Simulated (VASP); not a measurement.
# ErH4 (Pm-3m) in VASP: notebook, part 2 of 3

VASP 6.6.1.

### 3 Single point, PBE

This run uses another cell than the first one, of 13.55 Å³/atom.

Contents of INCAR:

```
SYSTEM = ErH4
  PREC = Accurate
  ENCUT = 500
  EDIFF = 1E-6
  ISMEAR = 0
  SIGMA = 0.1
  LREAL = .False.
  LASPH = .True.
  NELM = 200
  ALGO = Normal
  ISIF = 2
  LWAVE = .False.
  LCHARG = .False.
  GGA = PE
  NBANDS = 14
  GGA_COMPAT = .False.
  LMAXMIX = 6
```

Contents of KPOINTS:

```
Automatic mesh
0
Gamma
  4 4 4
  0 0 0
```

Contents of POSCAR:

```
ErH4
1.0
    4.0769457016      0.0000000000      0.0000000000
    0.0000000000      4.0769457016      0.0000000000
    0.0000000000      0.0000000000      4.0769457016
Er H
1 4
Direct
    0.0000000000      0.0000000000      0.0000000000
    0.5000000000      0.0000000000      0.0000000000
    0.0000000000      0.5000000000      0.0000000000
    0.0000000000      0.0000000000      0.5000000000
    0.5000000000      0.5000000000      0.5000000000
```

Potentials or basis: VASP PAW PBE potentials, release 64 (Er_3, H), 4f in core.

Launch:

```sh
$ cat potpaw_PBE.64/Er_3/POTCAR potpaw_PBE.64/H/POTCAR > POTCAR
$ mpirun -np 1 vasp_std > vasp.out
```

OUTCAR:

```text
SYSTEM = ErH4
   PREC = Accurate
   ENCUT = 500
   EDIFF = 1E-6
   ISMEAR = 0
   LREAL = .False.
   LASPH = .True.
   NELM = 200
   ISIF = 2
   GGA = PE

 ion  position               nearest neighbor table
   1  0.000  0.000  0.000-   2 2.04   3 2.04   4 2.04   4 2.04   3 2.04   2 2.04
   2  0.500  0.000  0.000-   1 2.04   1 2.04
   3  0.000  0.500  0.000-   1 2.04   1 2.04
   4  0.000  0.000  0.500-   1 2.04   1 2.04
   5  0.500  0.500  0.500-

  LATTYP: Found a simple cubic cell.
 ALAT       =     4.0769457016

  Lattice vectors:

 A1 = (   4.0769457016,   0.0000000000,   0.0000000000)
 A2 = (   0.0000000000,   4.0769457016,   0.0000000000)
 A3 = (   0.0000000000,   0.0000000000,   4.0769457016)

Analysis of symmetry for initial positions (statically):
=====================================================================
 Subroutine PRICEL returns:
 Original cell was already a primitive cell.

 Routine SETGRP: Setting up the symmetry group for a
 simple cubic supercell.

 Subroutine GETGRP returns: Found 48 space group operations
[... 176 lines left out ...]
     11       6.1109      0.00000
     12       6.1109      0.00000
     13       6.1109      0.00000
     14      11.2412      0.00000
[... 139 lines left out ...]
      1     -25.0986      2.00000
      2     -25.0986      2.00000
      3     -25.0986      2.00000
      4      -2.0837      2.00000
      5      -2.0837      2.00000
      6      -2.0837      2.00000
      7      -1.6651      1.99999
      8       0.6948      0.00000
      9       0.6948      0.00000
     10       0.6948      0.00000
     11       3.9045      0.00000
     12       3.9045      0.00000
     13       4.6075      0.00000
     14       9.4535      0.00000

------------------------ aborting loop because EDIFF is reached ----------------------------------------

  FORCE on cell =-STRESS in cart. coord.  units (eV):
  Direction    XX          YY          ZZ          XY          YZ          ZX
  --------------------------------------------------------------------------------------
  -------------------------------------------------------------------------------------
  Total        0.0424254      0.0424254      0.0424254      0.0000000     -0.0000000      0.0000000
  in kB        1.0030717      1.0030717      1.0030717      0.0000000     -0.0000000      0.0000000
  external PRESSURE =       1.0030717 kB  Pullay stress =       0.0000000 kB

 VOLUME and BASIS-vectors are now :
 -----------------------------------------------------------------------------
  energy-cutoff  :      500.00
  volume of cell :       67.76
      direct lattice vectors                 reciprocal lattice vectors
     4.076945702  0.000000000  0.000000000     0.245281658  0.000000000  0.000000000
     0.000000000  4.076945702  0.000000000     0.000000000  0.245281658  0.000000000
     0.000000000  0.000000000  4.076945702     0.000000000  0.000000000  0.245281658

 POSITION                                       TOTAL-FORCE (eV/Angst)
 -----------------------------------------------------------------------------------
      0.00000      0.00000      0.00000         0.000000      0.000000      0.000000
      2.03847      0.00000      0.00000         0.000000      0.000000      0.000000
      0.00000      2.03847      0.00000         0.000000      0.000000      0.000000
      0.00000      0.00000      2.03847         0.000000      0.000000      0.000000
      2.03847      2.03847      2.03847         0.000000      0.000000      0.000000
 -----------------------------------------------------------------------------------
    total drift:                               -0.000000     -0.000000      0.000000

  FREE ENERGIE OF THE ION-ELECTRON SYSTEM (eV)
  ---------------------------------------------------
  free  energy   TOTEN  =       -16.3446881588 eV

  energy  without entropy=      -16.3230698509  energy(sigma->0) =      -16.33387900
```

stdout:

```text
POSCAR found type information on POSCAR ErH
 POSCAR found :  2 types and       5 ions
 scaLAPACK will be used
 LDA part: xc-table for (Slater+PW92), standard interpolation
 POSCAR, INCAR and KPOINTS ok, starting setup
 FFT: planning ... GRIDC
 FFT: planning ... GRID_SOFT
 FFT: planning ... GRID
 WAVECAR not read
 entering main loop
```

Run time: 7.9 s. Hardware: 1 thread of AMD EPYC 9R45 (Zen 5), shared host; peak memory 0.13 GiB.

What came out:

```yaml
Free_energy: -16.3447 eV
Pressure: 0.1 GPa
Band_gap_on_the_k_mesh: zero (an odd number of electrons rules out a gap without spin polarisation)
```

Levels at points of the mesh, in eV from the Fermi level:
```
           k point  band 4  band 5  band 6  band 7  band 8  band 9  band 10  band 11
(0.00, 0.00, 0.00)   -5.31   -2.86   -2.86    0.75    5.27    5.27     5.27     7.46
(0.50, 0.00, 0.00)   -4.07   -2.73   -2.45    0.87    3.89    3.89     5.10     5.38
(0.50, 0.50, 0.00)   -3.25   -1.18   -1.12   -1.12    3.87    4.19     4.19     5.19
(0.50, 0.50, 0.50)   -0.73   -0.73   -0.73   -0.31    2.05    2.05     2.05     5.25
```

Caveat: the k points lie up to 0.39 Å⁻¹ apart, too coarse for converged energies and pressures of a metal; spin-orbit coupling is left out, which moves the levels of the heavy elements; the 4f electrons are frozen in the core, so they carry no moment and show no levels. Spin polarisation is off, so any magnetic state and its effect on volume and gap are missing.

### 4 Relaxation of cell and atoms, PBE

Contents of INCAR:

```
SYSTEM = ErH4
ALGO     = Normal         ! electronic algorithm
EDIFF    = 1E-7           ! SCF threshold, eV
EDIFFG   = -0.04          ! ionic threshold
ENCUT    = 500            ! plane-wave cutoff, eV
GGA      = PE             ! functional
GGA_COMPAT= .FALSE.      
IBRION   = 2              ! ionic algorithm
ISIF     = 3              ! what is computed and relaxed
ISMEAR   = 0              ! smearing method
LASPH    = .TRUE.         ! aspherical terms in the spheres
LCHARG   = .FALSE.        ! write CHGCAR
LMAXMIX  = 6              ! l up to which the mixer works
LREAL    = .FALSE.        ! projectors in reciprocal space
LWAVE    = .FALSE.        ! write WAVECAR
NELM     = 200            ! most SCF steps
NELMIN   = 4            
NSW      = 90             ! ionic steps
PREC     = Accurate       ! precision mode
SIGMA    = 0.1            ! smearing width, eV
```

Contents of KPOINTS:

```
k-points
0
G
  4 4 4
  0 0 0
```

POSCAR: that of step 3 with these lines changed.

```diff
@@ -2,5 +2,5 @@
 1.0
-    4.0769457016      0.0000000000      0.0000000000
-    0.0000000000      4.0769457016      0.0000000000
-    0.0000000000      0.0000000000      4.0769457016
+    3.9160799800      0.0000000000      0.0000000000
+    0.0000000000      3.9160799800      0.0000000000
+    0.0000000000      0.0000000000      3.9160799800
 Er H
```

Launch:

```sh
$ cat potpaw_PBE.64/Er_3/POTCAR potpaw_PBE.64/H/POTCAR > POTCAR
$ mpirun -np 1 vasp_std > vasp.out
```

Wall time 17 s (1 thread of AMD EPYC 9R45 (Zen 5), shared host); peak memory 0.14 GiB.

Results (log left out):

* Free energy: -16.3357 eV
* Relaxed volume: 13.56 Å³/atom
* Relaxed cell: a = 4.078 Å, b = 4.078 Å, c = 4.078 Å, α = 90.00°, β = 90.00°, γ = 90.00°
* Space group after relaxing (to 0.1 Å): Pm-3m (No. 221)
* Energy gained by relaxing: 26.7 meV/atom
* Ionic steps: 4
* Pressure after relaxing: 0.0 GPa
* Band gap on the k mesh: zero (an odd number of electrons rules out a gap without spin polarisation)

Step by step:
```csv
step,energy change (eV),largest force (eV/Å),pressure (GPa),volume (Å³)
1,0.0000,0.0000,6.02,60.06
2,-0.1051,0.0000,2.54,64.06
3,-0.1321,0.0000,-0.51,68.65
4,-0.1335,0.0000,-0.02,67.82
```

Final structure:
```
CELL_PARAMETERS angstrom
4.07811 0.00000 0.00000
0.00000 4.07811 0.00000
0.00000 0.00000 4.07811
ATOMIC_POSITIONS crystal
Er 0.00000 0.00000 0.00000
H 0.50000 0.00000 0.00000
H 0.00000 0.50000 0.00000
H 0.00000 0.00000 0.50000
H 0.50000 0.50000 0.50000
```

Levels at points of the mesh, in eV from the Fermi level:
| k point | band 3 | band 4 | band 5 | band 6 | band 7 | band 8 | band 9 | band 10 |
| --- | --- | --- | --- | --- | --- | --- | --- | --- |
| (0.00, 0.00, 0.00) | -23.64 | -5.30 | -2.85 | -2.85 | 0.75 | 5.26 | 5.26 | 5.26 |
| (0.50, 0.00, 0.00) | -23.64 | -4.07 | -2.72 | -2.45 | 0.87 | 3.89 | 3.89 | 5.10 |
| (0.50, 0.50, 0.00) | -23.63 | -3.24 | -1.18 | -1.12 | -1.12 | 3.87 | 4.19 | 4.19 |
| (0.50, 0.50, 0.50) | -23.75 | -0.73 | -0.73 | -0.73 | -0.31 | 2.05 | 2.05 | 2.05 |

Caveat: the k points lie up to 0.39 Å⁻¹ apart in the final cell, too coarse for converged energies and pressures of a metal; spin-orbit coupling is left out, which moves the levels of the heavy elements; the 4f electrons are frozen in the core, so they carry no moment and show no levels. Spin polarisation is off, so any magnetic state and its effect on volume and gap are missing.

### 5 Single point, PBE

This run uses another cell than the first one, of 13.50 Å³/atom.

Contents of INCAR:

```
PREC     = Accurate       # precision mode
ENCUT    = 500            # plane-wave cutoff, eV
EDIFF    = 1E-6           # SCF threshold, eV
ISMEAR   = 0              # smearing method
SIGMA    = 0.1            # smearing width, eV
LREAL    = False          # projectors in reciprocal space
LASPH    = True           # aspherical terms in the spheres
NELM     = 200            # most SCF steps
ALGO     = Normal         # electronic algorithm
ISIF     = 2              # what is computed and relaxed
LWAVE    = False          # write WAVECAR
LCHARG   = True           # write CHGCAR
GGA      = PE             # functional
LELF     = True           # ELF
LVHAR    = True         
NBANDS   = 14             # bands
GGA_COMPAT= False        
LMAXMIX  = 6              # l up to which the mixer works
```

Contents of KPOINTS:

```
Automatic mesh
0
Gamma
  10 10 10
```

POSCAR: that of step 4 with these lines changed.

```diff
@@ -2,5 +2,5 @@
 1.0
-    3.9160799800      0.0000000000      0.0000000000
-    0.0000000000      3.9160799800      0.0000000000
-    0.0000000000      0.0000000000      3.9160799800
+    4.0712837704      0.0000000000      0.0000000000
+    0.0000000000      4.0712837704      0.0000000000
+    0.0000000000      0.0000000000      4.0712837704
 Er H
```

Launch:

```sh
$ cat potpaw_PBE.64/Er_3/POTCAR potpaw_PBE.64/H/POTCAR > POTCAR
$ mpirun -np 1 vasp_std > vasp.out
```

Wall time 24 s (1 thread of AMD EPYC 9R45 (Zen 5), shared host); peak memory 0.17 GiB.

Results (log left out):

```
Free energy            : -16.3764 eV
Pressure               : 0.2 GPa
Band gap on the k mesh : zero (an odd number of electrons rules out a gap without spin polarisation)
```

Levels at points of the mesh, in eV from the Fermi level:
```
           k point  band 4  band 5  band 6  band 7  band 8  band 9
(0.00, 0.00, 0.00)   -5.18   -2.69   -2.69    0.79    5.45    5.45
(0.50, 0.00, 0.00)   -3.92   -2.56   -2.35    0.96    4.06    4.06
(0.50, 0.50, 0.00)   -3.08   -1.15   -0.95   -0.95    3.99    4.36
(0.50, 0.50, 0.50)   -0.55   -0.55   -0.55   -0.31    2.19    2.19
```

Caveat: spin-orbit coupling is left out, which moves the levels of the heavy elements; the 4f electrons are frozen in the core, so they carry no moment and show no levels.

(Part 2 of 3 ends here.)
